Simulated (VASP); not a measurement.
# Ge: single point with PBEsol

The system is Ge.

```
Ge
1.0
    -2.57449    2.57449    1.41139
     2.57449   -2.57449    1.41139
     2.57449    2.57449   -1.41139
Ge
2
Cartesian
  0.0000 0.0000 1.4114
  2.5745 0.0000 0.7057
```

| Item | Value |
| --- | --- |
| Program | VASP 6.6.1 |
| Task | single point |
| Functional | PBEsol |
| Potentials or basis | VASP PAW PBE potentials, release 64 (Ge_d) |
| Cutoff | 520 eV |
| k mesh | 9 × 9 × 9 |
| Occupations | fermi-dirac, width 0.05 eV |
| Spin | no spin polarisation |

```json
{"Pressure": "-1.4 GPa", "Band gap on the k mesh": "zero (bands 14 and 15 overlap by 5.02 eV)"}
```

Stress tensor (GPa, compression positive):
```
-1.31  0.00  0.00
 0.00 -1.31  0.00
 0.00  0.00 -1.73
```

Levels at points of the mesh, in eV from the Fermi level:
```csv
k point,band 12,band 13,band 14,band 15,band 16,band 17
"(0.00, 0.00, 0.00)",-3.99,-2.28,-2.28,3.30,7.60,7.60
```

It took 100 s on 1 thread of Intel Xeon 8259CL (shared host), peak memory 0.19 GiB.

Caveat: the PAW data sets were made with another functional, which shifts forces and pressure a little.
